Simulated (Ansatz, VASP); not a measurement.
# One calculation of Al4P, two programs

```
Al P
1.0
    -1.79183    1.79183    7.04202
     1.79183   -1.79183    7.04202
     1.79183    1.79183   -7.04202
Al P
4 1
Direct
  0.75000 0.25000 0.50000
  0.59251 0.59251 0.00000
  0.40749 0.40749 0.00000
  0.25000 0.75000 0.50000
  0.00000 0.00000 0.00000
```

Change from the starting cell: species swapped into the BaIn4 type (I4/mmm, No. 139).

Alike in both runs: functional PBE; k mesh 14 × 14 × 14; occupations gaussian, width 0.1 eV; no spin polarisation.

Ansatz relaxed the structure, and its values are those at the end. VASP's run is a single point on that final structure, the one shown.

|  | VASP | Ansatz |
| --- | --- | --- |
| version | VASP 6.6.1 | Ansatz 0.2.0 |
| potentials or method | VASP PAW PBE potentials, release 64 (Al, P), cutoff 520 eV | scalar-relativistic, plane waves, PAW |
| valence electrons in the cell | 17 | 17 |

```tsv
	VASP	Ansatz	Ansatz less VASP
gap on the k mesh at the Fermi level (eV)	none	none	-
pressure (GPa)	0.0	0.0	+0.03
```

A gap of «none» marks a metal or a gap that the smearing closes.
